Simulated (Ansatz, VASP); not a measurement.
**One calculation of Zr, two programs**

```
CELL_PARAMETERS angstrom
3.24458 0.00000 0.00000
-1.62229 2.80989 0.00000
0.00000 0.00000 5.15736
ATOMIC_POSITIONS crystal
Zr 0.33333 0.66667 0.25000
Zr 0.66667 0.33333 0.75000
```

Alike in both runs: functional r2SCAN; k mesh 11 × 11 × 6; occupations fermi-dirac, width 0.1 eV; no spin polarisation.

Ansatz relaxed the structure, and its values are those at the end. VASP's run is a single point on that final structure, the one shown.

|  | VASP | Ansatz |
| --- | --- | --- |
| version | VASP 6.6.1 | Ansatz 0.2.0 |
| potentials or method | VASP PAW PBE potentials, release 64 (Zr_sv), cutoff 520 eV | plane waves (500 eV) with PAW, scalar-relativistic |
| valence electrons in the cell | 24 | 24 |

```csv
,VASP,Ansatz,Ansatz less VASP
pressure (GPa),0.0,0.0,0.00
```

VASP's potentials were made for PBE, not for r2SCAN. The functional is the same, so the differences come from potentials, cutoffs and numerics.
